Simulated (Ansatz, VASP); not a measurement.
One calculation of Ga2Ge3O, two programs

Contents of INCAR:

```
SYSTEM = Ga2Ge3O
PREC = Accurate
ENCUT = 600
EDIFF = 1E-6
ISMEAR = 0
SIGMA = 0.1
LREAL = .False.
LASPH = .True.
NELM = 100
ALGO = Normal
ISIF = 3
LWAVE = .False.
LCHARG = .False.
GGA = PE
IBRION = 2
NSW = 90
EDIFFG = -0.04
```

Contents of KPOINTS:

```
Automatic mesh
0
Gamma
  6 6 2
  0 0 0
```

POSCAR

```
Ga2Ge3O
1.0
    3.4884034400      0.0000000000      0.0000000000
    0.0000000000      3.4884034400      0.0000000000
    0.0000000000      0.0000000000      8.5036560700
Ga Ge O
2 3 1
Direct
    0.0000000000      0.0000000000      0.0094770000
    0.5000000000      0.5000000000      0.4938240100
    0.0000000000      0.0000000000      0.6709480300
    0.0000000000      0.0000000000      0.3257620000
    0.5000000000      0.5000000000      0.8341779700
    0.5000000000      0.5000000000      0.1658110000
```

Input for Ansatz:

```yaml
crystal:
  lattice:
    - [3.48840344, 0.0, 0.0]
    - [0.0, 3.48840344, 0.0]
    - [0.0, 0.0, 8.50365607]
  atoms:
    - { symbol: Ga, position: [0.0, 0.0, 0.009477] }
    - { symbol: Ga, position: [0.5, 0.5, 0.49382401] }
    - { symbol: Ge, position: [0.0, 0.0, 0.67094803] }
    - { symbol: Ge, position: [0.0, 0.0, 0.325762] }
    - { symbol: Ge, position: [0.5, 0.5, 0.83417797] }
    - { symbol: O, position: [0.5, 0.5, 0.165811] }
basis:
  ecutwfc: 420
kpoints:
  mp_grid: { grid: [6, 6, 2] }
hamiltonian:
  xc: pbe
scf:
  occupations: { method: gaussian, width: 0.1 }
  lower_state_search: "off"
output:
  forces: true
  stress: true
  eigenvalues: true
relax:
  adjacent_minimum: "off"
  f_tol: 0.04
  max_steps: 70
  cell: { stress_tol: 0.4 }
```

Change from the starting cell: species swapped into the Dy2CuAg3 type (P4mm, No. 99).

Alike in both runs: task relaxation of cell and atoms; functional PBE; k mesh 6 × 6 × 2; occupations gaussian, width 0.1 eV; no spin polarisation.

|  | VASP | Ansatz |
| --- | --- | --- |
| version | VASP 6.6.1 | Ansatz 0.2.0 |
| potentials or method | VASP PAW PBE potentials, release 64 (Ga_d, Ge_d, O), cutoff 600 eV | scalar-relativistic, plane waves, PAW |
| valence electrons in the cell | 74 | 74 |

```csv
,VASP,Ansatz,Ansatz less VASP
"gap on the k mesh at the Fermi level, each at its own relaxed structure (eV)",none,none,-
relaxed volume (Å³/atom),18.14,18.14,+0.005
relaxed cell length with the largest relative difference (Å),3.781,3.782,+0.0011
```

A gap of «none» marks a metal or a gap that the smearing closes.

The k mesh is coarse, so the values compare programs but aren't converged.
